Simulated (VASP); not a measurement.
# NaHF2 (R-3m) in VASP: a series of runs

NaHF2 is run at these levels: LDA; tasks: single point.

All numbers are computed with VASP 6.6.1; they aren't measurements. Logs are shortened: lines on timing, memory, paths and dates and some standing lists are left out, and cuts for length are marked.

### 1 The cell of the first run

Symmetry: R-3m, No. 166, trigonal system. Conventional cell: a = 3.480 Å, b = 3.480 Å, c = 14.009 Å, α = 90.00°, β = 90.00°, γ = 120.00°. Na (site symmetry -3m) has 6 F at 2.28 Å and 6 H at 3.08 Å within 3.1 Å. Within 1.7 Å of H (site symmetry -3m) lie 2 F at 1.26 Å. F (site symmetry 3m) has 1 H at 1.26 Å within 1.7 Å.

### 2 Single point, LDA (12.24 Å³/atom)

The input, INCAR:

```
PREC     = Accurate       # precision mode
ENCUT    = 520            # plane-wave cutoff, eV
EDIFF    = 1E-6           # SCF threshold, eV
ISMEAR   = -1             # smearing method
SIGMA    = 0.02           # smearing width, eV
LREAL    = False          # projectors in reciprocal space
LASPH    = True           # aspherical terms in the spheres
NELM     = 60             # most SCF steps
ALGO     = Normal         # electronic algorithm
ISIF     = 2              # what is computed and relaxed
LWAVE    = False          # write WAVECAR
LCHARG   = False          # write CHGCAR
GGA      = CA             # functional
NBANDS   = 19             # bands
```

The input, KPOINTS:

```
Automatic mesh
0
Gamma
  10 10 10
```

The input, POSCAR:

```
NaHF2
1.0
    1.7398922078      1.0045272345      4.6695925921
   -1.7398922078      1.0045272345      4.6695925921
    0.0000000000     -2.0090544691      4.6695925921
Na H F
1 1 2
Direct
    0.0000000000      0.0000000000      0.0000000000
    0.5000000000      0.5000000000      0.5000000000
    0.4100000000      0.4100000000      0.4100000000
    0.5900000000      0.5900000000      0.5900000000
```

Potentials or basis: VASP PAW LDA potentials, release 64 (Na_pv, H, F).

The run is started by

```console
$ cat potpaw_LDA.64/Na_pv/POTCAR potpaw_LDA.64/H/POTCAR potpaw_LDA.64/F/POTCAR > POTCAR
$ mpirun -np 1 vasp_std > vasp.out
```

OUTCAR:

```text
PREC = Accurate
   ENCUT = 520
   EDIFF = 1E-6
   ISMEAR = -1
   LREAL = False
   LASPH = True
   NELM = 60
   ISIF = 2
   GGA = CA

 ion  position               nearest neighbor table
   1  0.000  0.000  0.000-   4 2.28   3 2.28   4 2.28   4 2.28   3 2.28   3 2.28
   2  0.500  0.500  0.500-   3 1.26   4 1.26
   3  0.410  0.410  0.410-   2 1.26   1 2.28   1 2.28   1 2.28
   4  0.590  0.590  0.590-   2 1.26   1 2.28   1 2.28   1 2.28

  LATTYP: Found a trigonal (rhomboedric) cell.
 ALAT       =     5.0834432067
 COS(alpha) =     0.7657073146

  Lattice vectors:

 A1 = (   1.7398922078,   1.0045272345,   4.6695925921)
 A2 = (  -1.7398922078,   1.0045272345,   4.6695925921)
 A3 = (   0.0000000000,  -2.0090544691,   4.6695925921)

Analysis of symmetry for initial positions (statically):
=====================================================================
 Subroutine PRICEL returns:
 Original cell was already a primitive cell.

 Routine SETGRP: Setting up the symmetry group for a
 trigonal (rhombohedral) supercell.

 Subroutine GETGRP returns: Found 12 space group operations
 (whereof 12 operations were pure point group operations)
 out of a pool of 12 trial point group operations.

The static configuration has the point symmetry D_3d.

Analysis of symmetry for dynamics (positions and initial velocities):
=====================================================================
 Subroutine PRICEL returns:
 Original cell was already a primitive cell.

 Routine SETGRP: Setting up the symmetry group for a
 trigonal (rhombohedral) supercell.

 Subroutine GETGRP returns: Found 12 space group operations
 (whereof 12 operations were pure point group operations)
 out of a pool of 12 trial point group operations.

The dynamic configuration has the point symmetry D_3d.

 Subroutine INISYM returns: Found 12 space group operations
 (whereof 12 operations are pure point group operations),
 and found     1 'primitive' translations

----------------------------------------------------------------------------------------

                                     Primitive cell

  volume of cell :      48.9682

  direct lattice vectors                    reciprocal lattice vectors
     1.739892208  1.004527235  4.669592592     0.287374125  0.165915528  0.071383815
    -1.739892208  1.004527235  4.669592592    -0.287374125  0.165915528  0.071383815
     0.000000000 -2.009054469  4.669592592     0.000000000 -0.331831056  0.071383815

  length of vectors
     5.083443207  5.083443207  5.083443207     0.339422302  0.339422302  0.339422302

  position of ions in fractional coordinates (direct lattice)
     0.000000000  0.000000000  0.000000000
     0.500000000  0.500000000  0.500000000
     0.410000000  0.410000000  0.410000000
     0.590000000  0.590000000  0.590000000

  ion indices of the primitive-cell ions
   primitive index   ion index
                 1           1
                 2           2
                 3           3
                 4           4

----------------------------------------------------------------------------------------

 KPOINTS: Automatic mesh

Automatic generation of k-mesh.
 Grid dimensions read from file:
 generate k-points for:   10   10   10

 Generating k-lattice:

  Cartesian coordinates                     Fractional coordinates (reciprocal lattice)
     0.028737412  0.016591553  0.007138381     0.100000000  0.000000000  0.000000000
    -0.028737412  0.016591553  0.007138381     0.000000000  0.100000000  0.000000000
     0.000000000 -0.033183106  0.007138381     0.000000000  0.000000000  0.100000000

  Length of vectors
     0.033942230  0.033942230  0.033942230

  Shift w.r.t. Gamma in fractional coordinates (k-lattice)
     0.000000000  0.000000000  0.000000000

 Subroutine IBZKPT returns following result:
 ===========================================

 Found    116 irreducible k-points:

 Following reciprocal coordinates:
            Coordinates               Weight
  0.000000  0.000000  0.000000      1.000000
  0.100000  0.000000  0.000000      6.000000
  0.200000  0.000000  0.000000      6.000000
  0.300000  0.000000 -0.000000      6.000000
  0.400000  0.000000 -0.000000      6.000000
  0.500000  0.000000  0.000000      3.000000
[... 16 lines left out ...]
  0.300000  0.300000  0.000000      6.000000
  0.400000  0.300000  0.000000     12.000000
 [... further k-points ...]
   k-points           NKPTS =    116   k-points in BZ     NKDIM =    116   number of bands    NBANDS=     19
   number of dos      NEDOS =    301   number of ions     NIONS =      4
   total plane-waves  NPLWV =  64000
   dimension x,y,z NGX =    40 NGY =   40 NGZ =   40
   dimension x,y,z NGXF=    80 NGYF=   80 NGZF=   80
   ions per type =               1   1   2
   NGX,Y,Z   is equivalent  to a cutoff of  13.08, 13.08, 13.08 a.u.
   NGXF,Y,Z  is equivalent  to a cutoff of  26.16, 26.16, 26.16 a.u.
 SYSTEM =  unknown system
   PREC   = accura    normal or accurate (medium, high low for compatibility)
   ISTART =      0    job   : 0-new  1-cont  2-samecut
   ICHARG =      2    charge: 1-file 2-atom 10-const
   ISPIN  =      1    spin polarized calculation?
   LNONCOLLINEAR =      F non collinear calculations
   LSORBIT =      F    spin-orbit coupling
   LASPH  =      T    aspherical Exc in radial PAW
   ENCUT  =  520.0 eV  38.22 Ry    6.18 a.u.   9.45  9.45  9.45*2*pi/ulx,y,z
   NELM   =     60;   NELMIN=  2; NELMDL= -5     # of ELM steps
   EDIFF  = 0.1E-05   stopping-criterion for ELM
   LREAL  =      F    real-space projection
   EDIFFG = 0.1E-04   stopping-criterion for IOM
   NSW    =      0    number of steps for IOM
   IBRION =     -1    ionic relax: 0-MD 1-quasi-New 2-CG
   NFREE  =      0    steps in history (QN), initial steepest desc. (CG)
   ISIF   =      2    stress and relaxation
   ISYM   =      2    0-nonsym 1-usesym 2-fastsym
   POTIM  = 0.5000    time-step for ionic-motion
   TEBEG  =    0.0;   TEEND  =   0.0 temperature during run
   PSTRESS=    0.0 pullay stress
   NELECT =      22.0000    total number of electrons
   NUPDOWN=      -1.0000    fix difference up-down
   EMIN   =  10.00;   EMAX   =-10.00  energy-range for DOS
   EFERMI =   0.00;   METHOD = LEGACY
   ISMEAR =    -1;   SIGMA  =   0.02  broadening in eV -4-tet -1-fermi 0-gaus
   EFERMI_NEDOS =   21; number of points for ismear=-14 and -15
   IALGO  =     38    algorithm
   IMIX   =      4    mixing-type and parameters
     AMIX     =   0.40;   BMIX     =  1.00
     AMIX_MAG =   1.60;   BMIX_MAG =  1.00
  volume/ion in A,a.u.               =      12.24        82.61
  Fermi-wavevector in a.u.,A,eV,Ry     =   1.253846  2.369426 21.390133  1.572130
  Thomas-Fermi vector in A             =   2.387680
   LORBIT       =      0    0 simple, 1 ext, 2 COOP (PROOUT), +10 PAW based schemes
   GGA     = CA    functional components
   LHFCALC =     F    Hartree Fock is set to
   AEXX    =    0.0000 exact exchange contribution
   IVDW    =     0    specifies the selected vdW correction
   LEPSILON=     F    determine dielectric tensor
   LRPA    =     F    only Hartree local field effects (RPA)
 non-spin polarized calculation
  energy-cutoff  :      520.00
  volume of cell :       48.97
 maximum number of plane-waves:      1343
 NGX is ok and might be reduce to    40
   NGX = 19   NGY = 19   NGZ = 19

 number of electron      21.9999994 magnetization

 Free energy of the ion-electron system (eV)
  ---------------------------------------------------
  ext. energy  EPLUGINS =         0.00000000
  ---------------------------------------------------
  free energy    TOTEN  =       -18.45529021 eV

  energy without entropy =      -18.45529021  energy(sigma->0) =      -18.45529021

 E-fermi :  -3.8486     XC(G=0):  -8.7465

 val. band max:       -4.3724847110   @ k =   0.5000   0.5000   0.5000
 cond. band min:       1.8785138294   @ k =   0.0000   0.0000   0.0000
 fundamental gap:      6.2509985404
 Fermi energy:        -3.8485779712

 k-point     1 :       0.0000    0.0000    0.0000
  band No.  band energies     occupation
      1     -23.9511      2.00000
      2     -23.3889      2.00000
      3     -22.4507      2.00000
      4     -22.4507      2.00000
      5     -22.1850      2.00000
      6      -8.6869      2.00000
[... 11 lines left out ...]
     18      16.2252      0.00000
     19      16.2252      0.00000

 k-point     2 :       0.1000    0.0000    0.0000
  band No.  band energies     occupation
      1     -23.9620      2.00000
      2     -23.3693      2.00000
      3     -22.4527      2.00000
      4     -22.4316      2.00000
      5     -22.2071      2.00000
      6      -8.6498      2.00000
[... 11 lines left out ...]
     18      15.4290      0.00000
     19      16.0661      0.00000

 k-point     3 :       0.2000    0.0000    0.0000
  band No.  band energies     occupation
      1     -23.9895      2.00000
      2     -23.3140      2.00000
      3     -22.4577      2.00000
      4     -22.3873      2.00000
      5     -22.2642      2.00000
      6      -8.5506      2.00000
[... 11 lines left out ...]
     18      14.2582      0.00000
     19      15.7750      0.00000

 k-point     4 :       0.3000    0.0000   -0.0000
  band No.  band energies     occupation
      1     -24.0207      2.00000
      2     -23.2343      2.00000
      3     -22.4639      2.00000
      4     -22.3920      2.00000
      5     -22.2887      2.00000
      6      -8.4236      2.00000
[... 407 lines left out ...]
     18      14.0283      0.00000
     19      15.0468      0.00000

 k-point    23 :       0.3000    0.3000    0.0000
  band No.  band energies     occupation
      1     -23.9166      2.00000
      2     -23.3973      2.00000
      3     -22.4641      2.00000
      4     -22.4359      2.00000
      5     -22.1896      2.00000
      6      -8.3252      2.00000
[... 11 lines left out ...]
     18      14.2628      0.00000
     19      15.8769      0.00000

 k-point    24 :       0.4000    0.3000    0.0000
  band No.  band energies     occupation
      1     -23.8894      2.00000
      2     -23.4259      2.00000
      3     -22.4868      2.00000
      4     -22.4298      2.00000
      5     -22.1636      2.00000
      6      -8.2442      2.00000
[... 11 lines left out ...]
     18      14.7570      0.00000
     19      15.1526      0.00000

 [... further k-points ...]
[... 5 lines left out ...]
  --------------------------------------------------------------------------------------
  -------------------------------------------------------------------------------------
  Total       -0.6518313     -0.6518313     -5.7623163      0.0000000      0.0000000     -0.0000000
  in kB      -21.3270836    -21.3270836   -188.5356047      0.0000000      0.0000000     -0.0000000
  external PRESSURE =     -77.0632573 kB  Pullay stress =       0.0000000 kB

 VOLUME and BASIS-vectors are now :
 -----------------------------------------------------------------------------
  energy-cutoff  :      520.00
  volume of cell :       48.97
      direct lattice vectors                 reciprocal lattice vectors
     1.739892208  1.004527235  4.669592592     0.287374125  0.165915528  0.071383815
    -1.739892208  1.004527235  4.669592592    -0.287374125  0.165915528  0.071383815
     0.000000000 -2.009054469  4.669592592     0.000000000 -0.331831056  0.071383815

 POSITION                                       TOTAL-FORCE (eV/Angst)
 -----------------------------------------------------------------------------------
      0.00000      0.00000      0.00000         0.000000     -0.000000      0.000000
      0.00000     -0.00000      7.00439        -0.000000      0.000000     -0.000000
      0.00000     -0.00000      5.74360         0.000000     -0.000000      2.171445
      0.00000     -0.00000      8.26518         0.000000      0.000000     -2.171445
 -----------------------------------------------------------------------------------
    total drift:                                0.000000      0.000000     -0.000000

  FREE ENERGIE OF THE ION-ELECTRON SYSTEM (eV)
  ---------------------------------------------------
  free  energy   TOTEN  =       -18.4552902082 eV

  energy  without entropy=      -18.4552902082  energy(sigma->0) =      -18.45529021
```

It took 2.5 min on 1 thread of Oxide Virtual Turin-like, shared host; peak memory 0.21 GiB.

What came out:

| Item | Value |
| --- | --- |
| Free energy | -18.4553 eV |
| Pressure | -7.7 GPa |
| Largest force | 2.171 eV/Å |
| Band gap on the k mesh | 6.25 eV (least direct gap 6.55 eV) |

Forces on the atoms (eV/Å):
```
Na   0.000  0.000  0.000
H    0.000  0.000  0.000
F    0.000  0.000  2.171
F    0.000  0.000 -2.171
```

Stress tensor (GPa, compression positive):
```
 -2.13   0.00   0.00
  0.00  -2.13   0.00
  0.00   0.00 -18.85
```

Levels at points of the mesh, in eV from the valence-band top:
| k point | band 8 | band 9 | band 10 | band 11 | band 12 | band 13 | band 14 | band 15 |
| --- | --- | --- | --- | --- | --- | --- | --- | --- |
| (0.00, 0.00, 0.00) | -0.32 | -0.31 | -0.30 | -0.30 | 6.25 | 12.69 | 13.83 | 15.17 |
| (0.50, 0.00, 0.00) | -0.53 | -0.45 | -0.45 | -0.41 | 9.93 | 11.07 | 14.71 | 15.04 |
| (0.50, 0.50, 0.00) | -0.90 | -0.72 | -0.58 | -0.12 | 10.82 | 11.19 | 13.31 | 13.66 |
| (0.50, 0.50, 0.50) | -0.60 | -0.60 | 0.00 | 0.00 | 7.99 | 9.66 | 13.45 | 18.88 |

Caveat: the stress differs along the axes, from -19 to -2 GPa; forces of over 1 eV/Å act on the atoms, so gaps and moduli don't describe the material at rest. A k mesh can miss the band edges.

### 3 Single point, LDA (zz strain of +2 %)

The input, INCAR:

```
SYSTEM = NaHF2
  PREC = Accurate
  ENCUT = 520
  EDIFF = 1E-6
  ISMEAR = -1
  SIGMA = 0.02
  LREAL = .FALSE.
  LASPH = .TRUE.
  NELM = 100
  ALGO = Normal
  ISIF = 2
  LWAVE = .FALSE.
  LCHARG = .FALSE.
  NBANDS = 19
```

The input, KPOINTS:

```
regular mesh
0
G
  10 10 10
  0 0 0
```

The input, POSCAR:

```
NaHF2
1.0
    1.7284452171      0.9979183114      4.7316481128
   -1.7284452171      0.9979183114      4.7316481128
    0.0000000000     -1.9958366228      4.7316481128
Na H F
1 1 2
Direct
    0.0000000000      0.0000000000      0.0000000000
    0.5000000000      0.5000000000      0.5000000000
    0.4100000000      0.4100000000      0.4100000000
    0.5900000000      0.5900000000      0.5900000000
```

Potentials or basis: VASP PAW LDA potentials, release 64 (Na_pv, H, F).

The run is started by

```console
$ cat potpaw_LDA.64/Na_pv/POTCAR potpaw_LDA.64/H/POTCAR potpaw_LDA.64/F/POTCAR > POTCAR
$ mpirun -np 1 vasp_std > vasp.out
```

It took 2.8 min on 1 thread of Oxide Virtual Turin-like, shared host; peak memory 0.21 GiB.

Results (log left out):

| Property | Result |
| --- | --- |
| Free energy | -18.3834 eV |
| Pressure | -8.2 GPa |
| Largest force | 2.341 eV/Å |
| Band gap on the k mesh | 6.19 eV (least direct gap 6.46 eV) |

Forces on the atoms (eV/Å):
```
Na   0.000  0.000  0.000
H    0.000  0.000  0.000
F    0.000  0.000  2.341
F    0.000  0.000 -2.341
```

Stress tensor (GPa, compression positive):
```
 -1.90   0.00   0.00
  0.00  -1.90   0.00
  0.00   0.00 -20.78
```

Levels at points of the mesh, in eV from the valence-band top:
```csv
k point,band 8,band 9,band 10,band 11,band 12,band 13,band 14,band 15
"(0.00, 0.00, 0.00)",-0.30,-0.30,-0.27,-0.27,6.19,12.61,13.52,15.03
"(0.50, 0.00, 0.00)",-0.56,-0.48,-0.44,-0.40,9.77,11.11,14.49,15.02
"(0.50, 0.50, 0.00)",-0.92,-0.69,-0.60,-0.13,10.60,11.22,13.31,13.60
"(0.50, 0.50, 0.50)",-0.56,-0.56,0.00,0.00,7.91,9.61,13.20,18.88
```

Caveat: the cell differs from its parent crystal (zz strain of +2 %); the stress differs along the axes, from -21 to -2 GPa; forces of over 1 eV/Å act on the atoms, so gaps and moduli don't describe the material at rest.

(Part 1 of 2 ends here.)
